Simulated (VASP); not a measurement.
A run of VASP 6.6.1 is set up as follows.

INCAR

```
SYSTEM = TePb
PREC = Accurate
ENCUT = 520
EDIFF = 1E-6
ISMEAR = 0
SIGMA = 0.02
LREAL = .False.
LASPH = .True.
NELM = 80
ALGO = Normal
ISIF = 2
LWAVE = .False.
LCHARG = .False.
GGA = PE
NBANDS = 17
```

KPOINTS

```
Automatic mesh
0
Gamma
  8 8 8
  0 0 0
```

Contents of POSCAR:

```
TePb
1.0
    0.0000000000      3.2189696440      3.2189696440
    3.2189696440      0.0000000000      3.2189696440
    3.2189696440      3.2189696440      0.0000000000
Te Pb
1 1
Direct
    0.5000000000      0.5000000000      0.5000000000
    0.0000000000      0.0000000000      0.0000000000
```

Potentials or basis: VASP PAW PBE potentials, release 64 (Te, Pb_d).

Command:

```sh
$ cat potpaw_PBE.64/Te/POTCAR potpaw_PBE.64/Pb_d/POTCAR > POTCAR
$ mpirun -np 1 vasp_std > vasp.out
```

(1) What does it give for the pressure?

(2) What does it give for the band gap on the k mesh?

Answers

(1) 2.6 GPa.

(2) 0.71 eV, direct.

Caveat: spin-orbit coupling is left out, which moves the levels of the heavy elements.
